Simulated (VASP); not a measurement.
# SrBe (P-6m2) in VASP: notebook

Runs on SrBe. Level: PBE. Tasks: single point, relaxation of cell and atoms.

All numbers are computed with VASP 6.6.1; they aren't measurements. Logs are shortened: lines on timing, memory, paths and dates and some standing lists are left out, and cuts for length are marked.

## 1. The cell of the first run

The structure is hexagonal, space group P-6m2 (No. 187). Conventional cell: a = 4.211 Å, b = 4.211 Å, c = 4.056 Å, α = 90.00°, β = 90.00°, γ = 120.00°. Within 4.2 Å of Sr (site symmetry -6m2) lie 6 Be at 3.17 Å and 2 Sr at 4.06 Å. Within 4.2 Å of Be (site symmetry -6m2) lie 6 Sr at 3.17 Å and 2 Be at 4.06 Å.

## 2. Single point, PBE

Input file INCAR:

```
SYSTEM = SrBe
PREC     = Accurate       ! precision mode
ENCUT    = 520            ! plane-wave cutoff, eV
EDIFF    = 1E-7           ! SCF threshold, eV
ISMEAR   = 0              ! smearing method
SIGMA    = 0.1            ! smearing width, eV
LREAL    = .FALSE.        ! projectors in reciprocal space
LASPH    = .TRUE.         ! aspherical terms in the spheres
NELM     = 100            ! most SCF steps
ALGO     = Normal         ! electronic algorithm
ISIF     = 2              ! what is computed and relaxed
LWAVE    = .FALSE.        ! write WAVECAR
LCHARG   = .TRUE.         ! write CHGCAR
GGA      = PE             ! functional
LELF     = .TRUE.         ! ELF
LVHAR    = .TRUE.       
NBANDS   = 13             ! bands
```

Input file KPOINTS:

```
Automatic mesh
0
G
  18 18 12
  0 0 0
```

Input file POSCAR:

```
SrBe
1.0
    4.2109543229      0.0000000000      0.0000000000
   -2.1054771615      3.6467934178      0.0000000000
    0.0000000000      0.0000000000      4.0564191708
Sr Be
1 1
Direct
    0.0000000000      0.0000000000      0.0000000000
    0.3333333333      0.6666666667      0.5000000000
```

Potentials or basis: VASP PAW PBE potentials, release 64 (Sr_sv, Be).

Run with:

```
$ cat potpaw_PBE.64/Sr_sv/POTCAR potpaw_PBE.64/Be/POTCAR > POTCAR
$ mpirun -np 1 vasp_std > vasp.out
```

OUTCAR:

```text
SYSTEM = SrBe
   PREC = Accurate
   ENCUT = 520
   EDIFF = 1E-7
   ISMEAR = 0
   LREAL = .FALSE.
   LASPH = .TRUE.
   NELM = 100
   ISIF = 2
   GGA = PE

 ion  position               nearest neighbor table
   1  0.000  0.000  0.000-   2 3.17   2 3.17   2 3.17   2 3.17   2 3.17   2 3.17
   2  0.333  0.667  0.500-   1 3.17   1 3.17   1 3.17   1 3.17   1 3.17   1 3.17

  LATTYP: Found a hexagonal cell.
 ALAT       =     4.2109543229
 C/A-ratio  =     0.9633016318

  Lattice vectors:

 A1 = (   4.2109543229,   0.0000000000,   0.0000000000)
 A2 = (  -2.1054771615,   3.6467934178,   0.0000000000)
 A3 = (   0.0000000000,   0.0000000000,   4.0564191708)

Analysis of symmetry for initial positions (statically):
=====================================================================
 Subroutine PRICEL returns:
 Original cell was already a primitive cell.

 Routine SETGRP: Setting up the symmetry group for a
 hexagonal supercell.

 Subroutine GETGRP returns: Found 12 space group operations
 (whereof 12 operations were pure point group operations)
 out of a pool of 24 trial point group operations.

The static configuration has the point symmetry D_3h.

Analysis of symmetry for dynamics (positions and initial velocities):
=====================================================================
 Subroutine PRICEL returns:
 Original cell was already a primitive cell.

 Routine SETGRP: Setting up the symmetry group for a
 hexagonal supercell.

 Subroutine GETGRP returns: Found 12 space group operations
 (whereof 12 operations were pure point group operations)
 out of a pool of 24 trial point group operations.

The dynamic configuration has the point symmetry D_3h.

 Subroutine INISYM returns: Found 12 space group operations
 (whereof 12 operations are pure point group operations),
 and found     1 'primitive' translations

----------------------------------------------------------------------------------------

                                     Primitive cell

  volume of cell :      62.2923

  direct lattice vectors                    reciprocal lattice vectors
     4.210954323  0.000000000  0.000000000     0.237475860  0.137106752  0.000000000
    -2.105477162  3.646793418  0.000000000     0.000000000  0.274213504  0.000000000
     0.000000000  0.000000000  4.056419171     0.000000000  0.000000000  0.246522846

  length of vectors
     4.210954323  4.210954323  4.056419171     0.274213504  0.274213504  0.246522846

  position of ions in fractional coordinates (direct lattice)
     0.000000000  0.000000000  0.000000000
     0.333333333  0.666666667  0.500000000

  ion indices of the primitive-cell ions
   primitive index   ion index
                 1           1
                 2           2

----------------------------------------------------------------------------------------

 KPOINTS: Automatic mesh

Automatic generation of k-mesh.
 Grid dimensions read from file:
 generate k-points for:   18   18   12

 Generating k-lattice:

  Cartesian coordinates                     Fractional coordinates (reciprocal lattice)
     0.013193103  0.007617042  0.000000000     0.055555556 -0.000000000  0.000000000
     0.000000000  0.015234084  0.000000000     0.000000000  0.055555556  0.000000000
     0.000000000  0.000000000  0.020543571     0.000000000  0.000000000  0.083333333

  Length of vectors
     0.015234084  0.015234084  0.020543571

  Shift w.r.t. Gamma in fractional coordinates (k-lattice)
     0.000000000  0.000000000  0.000000000

 Subroutine IBZKPT returns following result:
 ===========================================

 Found    259 irreducible k-points:

 Following reciprocal coordinates:
            Coordinates               Weight
  0.000000  0.000000  0.000000      1.000000
  0.055556  0.000000  0.000000      6.000000
  0.111111  0.000000  0.000000      6.000000
  0.166667  0.000000  0.000000      6.000000
  0.222222  0.000000  0.000000      6.000000
  0.277778  0.000000  0.000000      6.000000
[... 16 lines left out ...]
  0.333333  0.111111  0.000000     12.000000
  0.388889  0.111111  0.000000     12.000000
 [... further k-points ...]
   k-points           NKPTS =    259   k-points in BZ     NKDIM =    259   number of bands    NBANDS=     13
   number of dos      NEDOS =    301   number of ions     NIONS =      2
   total plane-waves  NPLWV =  30720
   dimension x,y,z NGX =    32 NGY =   32 NGZ =   30
   dimension x,y,z NGXF=    64 NGYF=   64 NGZF=   60
   ions per type =               1   1
   NGX,Y,Z   is equivalent  to a cutoff of  12.63, 12.63, 12.30 a.u.
   NGXF,Y,Z  is equivalent  to a cutoff of  25.27, 25.27, 24.59 a.u.
 SYSTEM =  SrBe
   PREC   = accura    normal or accurate (medium, high low for compatibility)
   ISTART =      0    job   : 0-new  1-cont  2-samecut
   ICHARG =      2    charge: 1-file 2-atom 10-const
   ISPIN  =      1    spin polarized calculation?
   LNONCOLLINEAR =      F non collinear calculations
   LSORBIT =      F    spin-orbit coupling
   LASPH  =      T    aspherical Exc in radial PAW
   ENCUT  =  520.0 eV  38.22 Ry    6.18 a.u.   7.83  7.83  7.54*2*pi/ulx,y,z
   NELM   =    100;   NELMIN=  2; NELMDL= -5     # of ELM steps
   EDIFF  = 0.1E-06   stopping-criterion for ELM
   LREAL  =      F    real-space projection
   EDIFFG = 0.1E-05   stopping-criterion for IOM
   NSW    =      0    number of steps for IOM
   IBRION =     -1    ionic relax: 0-MD 1-quasi-New 2-CG
   NFREE  =      0    steps in history (QN), initial steepest desc. (CG)
   ISIF   =      2    stress and relaxation
   ISYM   =      2    0-nonsym 1-usesym 2-fastsym
   POTIM  = 0.5000    time-step for ionic-motion
   TEBEG  =    0.0;   TEEND  =   0.0 temperature during run
   PSTRESS=    0.0 pullay stress
   NELECT =      12.0000    total number of electrons
   NUPDOWN=      -1.0000    fix difference up-down
   EMIN   =  10.00;   EMAX   =-10.00  energy-range for DOS
   EFERMI =   0.00;   METHOD = LEGACY
   ISMEAR =     0;   SIGMA  =   0.10  broadening in eV -4-tet -1-fermi 0-gaus
   EFERMI_NEDOS =   21; number of points for ismear=-14 and -15
   IALGO  =     38    algorithm
   IMIX   =      4    mixing-type and parameters
     AMIX     =   0.40;   BMIX     =  1.00
     AMIX_MAG =   1.60;   BMIX_MAG =  1.00
  volume/ion in A,a.u.               =      31.15       210.18
  Fermi-wavevector in a.u.,A,eV,Ry     =   0.945490  1.786718 12.162954  0.893952
  Thomas-Fermi vector in A             =   2.073397
   LORBIT       =      0    0 simple, 1 ext, 2 COOP (PROOUT), +10 PAW based schemes
   GGA     = PE    functional components
   LHFCALC =     F    Hartree Fock is set to
   AEXX    =    0.0000 exact exchange contribution
   IVDW    =     0    specifies the selected vdW correction
   LEPSILON=     F    determine dielectric tensor
   LRPA    =     F    only Hartree local field effects (RPA)
 non-spin polarized calculation
 Gauss-broadening in eV      SIGMA  =   0.10
  energy-cutoff  :      520.00
  volume of cell :       62.29
 maximum number of plane-waves:      1710
 NGX is ok and might be reduce to    32
   NGX = 15   NGY = 15   NGZ = 15

 number of electron      12.0000000 magnetization

 Free energy of the ion-electron system (eV)
  ---------------------------------------------------
  ext. energy  EPLUGINS =         0.00000000
  ---------------------------------------------------
  free energy    TOTEN  =        -3.84458137 eV

  energy without entropy =       -3.83652667  energy(sigma->0) =       -3.84055402

 E-fermi :   1.7019     XC(G=0):  -7.9991

 val. band max:        1.6978977291   @ k =   0.3333   0.2778   0.2500
 cond. band min:       1.7030486245   @ k =   0.2778   0.2222   0.3333
 fundamental gap:      0.0051508954
 Fermi energy:         1.7018927358

 k-point     1 :       0.0000    0.0000    0.0000
  band No.  band energies     occupation
      1     -33.8540      2.00000
      2     -15.8245      2.00000
      3     -15.7916      2.00000
      4     -15.7916      2.00000
      5      -3.1598      2.00000
      6       2.9692      0.00000
      7       3.2655      0.00000
      8       3.2655      0.00000
      9       4.3095      0.00000
     10       7.0532      0.00000
     11       7.0532      0.00000
     12       7.4781      0.00000
     13       7.6190      0.00000

 k-point     2 :       0.0556    0.0000    0.0000
  band No.  band energies     occupation
      1     -33.8537      2.00000
      2     -15.8238      2.00000
      3     -15.7978      2.00000
      4     -15.7930      2.00000
      5      -3.1216      2.00000
      6       2.9377      0.00000
      7       3.2129      0.00000
      8       3.2857      0.00000
      9       4.2609      0.00000
     10       7.0359      0.00000
     11       7.1226      0.00000
     12       7.4686      0.00000
     13       7.5893      0.00000

 k-point     3 :       0.1111    0.0000    0.0000
  band No.  band energies     occupation
      1     -33.8526      2.00000
      2     -15.8215      2.00000
      3     -15.8153      2.00000
      4     -15.7971      2.00000
      5      -3.0083      2.00000
      6       2.7388      0.00000
      7       3.1922      0.00000
      8       3.3437      0.00000
      9       4.1329      0.00000
     10       6.9871      0.00000
     11       7.1864      0.00000
     12       7.3072      0.00000
     13       7.5130      0.00000

 k-point     4 :       0.1667    0.0000    0.0000
  band No.  band energies     occupation
      1     -33.8510      2.00000
      2     -15.8420      2.00000
      3     -15.8181      2.00000
      4     -15.8033      2.00000
      5      -2.8243      2.00000
      6       2.3802      0.00000
      7       3.2503      0.00000
      8       3.4313      0.00000
      9       3.9628      0.00000
     10       6.8454      0.00000
     11       6.9148      0.00000
     12       7.4266      0.00000
     13       7.5516      0.00000

 k-point     5 :       0.2222    0.0000    0.0000
  band No.  band energies     occupation
      1     -33.8490      2.00000
      2     -15.8744      2.00000
      3     -15.8139      2.00000
      4     -15.8109      2.00000
      5      -2.5770      2.00000
      6       1.9602      0.00026
      7       3.3124      0.00000
      8       3.5356      0.00000
      9       3.7841      0.00000
     10       6.5739      0.00000
     11       6.8298      0.00000
     12       7.3634      0.00000
     13       7.7944      0.00000
[... 257 lines left out ...]
 k-point    22 :       0.2778    0.1111    0.0000
  band No.  band energies     occupation
      1     -33.8444      2.00000
      2     -15.9395      2.00000
      3     -15.8380      2.00000
      4     -15.8041      2.00000
      5      -1.8417      2.00000
      6       1.0942      2.00000
      7       2.8391      0.00000
      8       3.4765      0.00000
      9       4.0735      0.00000
     10       6.3893      0.00000
     11       6.4467      0.00000
     12       7.4829      0.00000
     13       8.4852      0.00000

 k-point    23 :       0.3333    0.1111    0.0000
  band No.  band energies     occupation
      1     -33.8429      2.00000
      2     -15.9616      2.00000
      3     -15.8458      2.00000
      4     -15.8008      2.00000
      5      -1.4918      2.00000
      6       0.7094      2.00000
      7       2.6972      0.00000
      8       3.3906      0.00000
      9       4.2135      0.00000
     10       6.2811      0.00000
     11       6.5859      0.00000
     12       7.6063      0.00000
     13       8.6025      0.00000

 k-point    24 :       0.3889    0.1111    0.0000
  band No.  band energies     occupation
      1     -33.8419      2.00000
      2     -15.9759      2.00000
      3     -15.8509      2.00000
      4     -15.7987      2.00000
      5      -1.1790      2.00000
      6       0.3780      2.00000
      7       2.5982      0.00000
      8       3.3382      0.00000
      9       4.2947      0.00000
     10       6.2115      0.00000
     11       6.8249      0.00000
     12       7.6030      0.00000
     13       8.6590      0.00000

 [... further k-points ...]
[... 5 lines left out ...]
  --------------------------------------------------------------------------------------
  -------------------------------------------------------------------------------------
  Total        0.0147917      0.0147917      0.0171092     -0.0000000     -0.0000000      0.0000000
  in kB        0.3804457      0.3804457      0.4400550     -0.0000000     -0.0000000      0.0000000
  external PRESSURE =       0.4003155 kB  Pullay stress =       0.0000000 kB

 VOLUME and BASIS-vectors are now :
 -----------------------------------------------------------------------------
  energy-cutoff  :      520.00
  volume of cell :       62.29
      direct lattice vectors                 reciprocal lattice vectors
     4.210954323  0.000000000  0.000000000     0.237475860  0.137106752  0.000000000
    -2.105477162  3.646793418  0.000000000     0.000000000  0.274213504  0.000000000
     0.000000000  0.000000000  4.056419171     0.000000000  0.000000000  0.246522846

 POSITION                                       TOTAL-FORCE (eV/Angst)
 -----------------------------------------------------------------------------------
      0.00000      0.00000      0.00000        -0.000000      0.000000      0.000000
     -0.00000      2.43120      2.02821         0.000000      0.000000      0.000000
 -----------------------------------------------------------------------------------
    total drift:                               -0.000000      0.000000      0.000000

  FREE ENERGIE OF THE ION-ELECTRON SYSTEM (eV)
  ---------------------------------------------------
  free  energy   TOTEN  =        -3.8445813741 eV

  energy  without entropy=       -3.8365266661  energy(sigma->0) =       -3.84055402
```

It took 3.7 min on 1 thread of AMD EPYC 7R43 (Zen 3), shared host; peak memory 0.31 GiB.

Results:

| Item | Value |
| --- | --- |
| Free energy | -3.8446 eV |
| Pressure | 0.0 GPa |
| Band gap on the k mesh | zero (band 6 reaches 2.97 eV, above the bottom of band 7 at 1.14 eV) |

Levels at points of the mesh, in eV from the Fermi level:
```csv
k point,band 3,band 4,band 5,band 6,band 7,band 8,band 9,band 10
"(0.00, 0.00, 0.00)",-17.49,-17.49,-4.86,1.27,1.56,1.56,2.61,5.35
"(0.50, 0.00, 0.00)",-17.54,-17.50,-2.82,-1.55,1.40,1.59,2.16,4.85
"(0.00, 0.00, 0.50)",-17.47,-17.47,-2.83,-2.17,2.27,2.27,3.33,3.33
"(0.50, 0.00, 0.50)",-17.66,-17.52,-2.35,-0.53,-0.09,0.99,1.96,5.93
```

(Continued in part 2 of 2.)
